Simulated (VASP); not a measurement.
Input of a VASP 6.6.1 run:

Contents of INCAR:

```
SYSTEM = W
PREC     = Accurate       ! precision mode
ENCUT    = 520            ! plane-wave cutoff, eV
EDIFF    = 1E-6           ! SCF threshold, eV
ISMEAR   = 0              ! smearing method
SIGMA    = 0.15           ! smearing width, eV
LREAL    = .FALSE.        ! projectors in reciprocal space
LASPH    = .TRUE.         ! aspherical terms in the spheres
NELM     = 80             ! most SCF steps
ALGO     = Fast           ! electronic algorithm
ISIF     = 2              ! what is computed and relaxed
LWAVE    = .FALSE.        ! write WAVECAR
LCHARG   = .TRUE.         ! write CHGCAR
GGA      = PS             ! functional
LELF     = .TRUE.         ! ELF
LVHAR    = .TRUE.       
NBANDS   = 13             ! bands
```

Contents of KPOINTS:

```
Automatic mesh
0
G
  30 30 30
  0 0 0
```

File POSCAR:

```
W
1.0
   -1.4841833356      1.4841833356      1.7810200027
    1.4841833356     -1.4841833356      1.7810200027
    1.4841833356      1.4841833356     -1.7810200027
W
1
Direct
    0.0000000000      0.0000000000      0.0000000000
```

Potentials or basis: VASP PAW PBE potentials, release 64 (W_sv).

The run is started by

```bash
$ cat potpaw_PBE.64/W_sv/POTCAR > POTCAR
$ mpirun -np 1 vasp_std > vasp.out
```

Predict the pressure.

4.5 GPa.

Predict the band gap on the k mesh.

zero (bands 7 and 8 overlap by 5.90 eV).

Stress tensor (GPa, compression positive):
```
 15.56   0.00   0.00
  0.00  15.56   0.00
  0.00   0.00 -17.51
```

Caveat: the stress differs along the axes, from -18 to 16 GPa; the PAW data sets were made with another functional, which shifts forces and pressure a little; spin-orbit coupling is left out, which moves the levels of the heavy elements.
